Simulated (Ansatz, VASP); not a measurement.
**F in VASP and in Ansatz**

```xyz
4
Lattice="2.9485 -1.6946 -0.2274 2.9485 1.6946 -0.2274 -2.2170 0.0000 6.7863" Properties=species:S:1:pos:R:3 pbc="T T T"
F     0.3008    0.0000    0.5722
F     3.3791    0.0000    5.7593
F     1.6414    0.0000    3.8011
F     2.0385    0.0000    2.5305
```

Alike in both runs: task single point; functional PBEsol; k mesh 4 × 4 × 2; occupations gaussian, width 0.05 eV; no spin polarisation.

|  | VASP | Ansatz |
| --- | --- | --- |
| version | VASP 6.6.1 | Ansatz 0.2.0 |
| potentials or method | VASP PAW PBE potentials, release 64 (F), cutoff 520 eV | scalar-relativistic, plane waves, PAW |
| valence electrons in the cell | 28 | 28 |

|  | VASP | Ansatz | Ansatz less VASP |
| --- | --- | --- | --- |
| gap on the k mesh at the Fermi level (eV) | 3.93 | 4.03 | +0.099 |
| least direct gap on the mesh (eV) | 4.02 | 4.12 | +0.098 |
| pressure (GPa) | 10.7 | 9.7 | -0.96 |
| traceless stress, the component that is largest in VASP (GPa) | 16.51 | 14.09 | -2.427 |
| rms of the force components (eV/Å) | 3.046 | 2.616 | -0.4302 |

VASP's potentials were made for PBE, not for PBEsol. Atom by atom the forces differ by 0.433 eV/Å (rms over components).

The k mesh is coarse, so the values compare programs but aren't converged.
